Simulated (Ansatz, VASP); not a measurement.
# Al3Ni5 in VASP and in Ansatz

Contents of INCAR:

```
PREC = Accurate
ENCUT = 520
EDIFF = 1E-6
ISMEAR = 0
SIGMA = 0.15
LREAL = False
LASPH = True
NELM = 80
ALGO = Fast
ISIF = 2
LWAVE = False
LCHARG = False
GGA = PS
NBANDS = 40
```

File KPOINTS:

```
Automatic mesh
0
Gamma
  8 8 10
```

POSCAR

```
Al3Ni5
1.0
    3.2933322733     -3.6919375996      0.0000000000
    3.2933322733      3.6919375996      0.0000000000
    0.0000000000      0.0000000000      3.7203545688
Al Ni
3 5
Direct
    0.5182083939      0.4817916061      0.0000000000
    0.7787032817      0.2212967183      0.5000000000
    0.2193255241      0.7806744759      0.5000000000
   -0.0182536480      0.0182536480      0.0000000000
    0.0287692462      0.5241112295      0.0000000000
    0.4758887705     -0.0287692462      0.0000000000
    0.2793029770      0.2731716370      0.5000000000
    0.7268283630      0.7206970230      0.5000000000
```

Input for Ansatz:

```yaml
crystal:
  lattice:
    - [3.2933322733, -3.6919375996, 0.0]
    - [3.2933322733, 3.6919375996, 0.0]
    - [0.0, 0.0, 3.7203545688]
  atoms:
    - { symbol: Al, position: [0.5182083939, 0.4817916061, 0.0] }
    - { symbol: Al, position: [0.7787032817, 0.2212967183, 0.5] }
    - { symbol: Al, position: [0.2193255241, 0.7806744759, 0.5] }
    - { symbol: Ni, position: [-0.018253648, 0.018253648, 0.0] }
    - { symbol: Ni, position: [0.0287692462, 0.5241112295, 0.0] }
    - { symbol: Ni, position: [0.4758887705, -0.0287692462, 0.0] }
    - { symbol: Ni, position: [0.279302977, 0.273171637, 0.5] }
    - { symbol: Ni, position: [0.726828363, 0.720697023, 0.5] }
basis:
  ecutwfc: 420
kpoints:
  mp_grid: { grid: [8, 8, 10] }
hamiltonian:
  xc: pbesol
scf:
  occupations: { method: gaussian, width: 0.15 }
output:
  forces: true
  stress: true
  eigenvalues: true
  write_density: true
  write_potential: true
  elf: true
  volumetric_format: npy
```

Change from the starting cell: mode 4 (125.4 1/cm) frozen in, largest displacement +0.175 Å.

Alike in both runs: task single point; functional PBEsol; k mesh 8 × 8 × 10; occupations gaussian, width 0.15 eV; no spin polarisation.

|  | VASP | Ansatz |
| --- | --- | --- |
| version | VASP 6.6.1 | Ansatz 0.2.0 |
| potentials or method | VASP PAW PBE potentials, release 64 (Al, Ni), cutoff 520 eV | scalar-relativistic, plane waves, PAW |
| valence electrons in the cell | 59 | 99 |

|  | VASP | Ansatz | Ansatz less VASP |
| --- | --- | --- | --- |
| gap on the k mesh at the Fermi level (eV) | none | none | - |
| pressure (GPa) | 0.8 | 0.6 | -0.18 |
| traceless stress, the component that is largest in VASP (GPa) | 1.94 | 1.83 | -0.110 |
| rms of the force components (eV/Å) | 0.221 | 0.219 | -0.0017 |

VASP's potentials were made for PBE, not for PBEsol. Atom by atom the forces differ by 0.004 eV/Å (rms over components). A gap of «none» marks a metal or a gap that the smearing closes. VASP's potentials hold 59 valence electrons a cell and Ansatz's 99, so a difference there can come from the potentials and not from the codes.
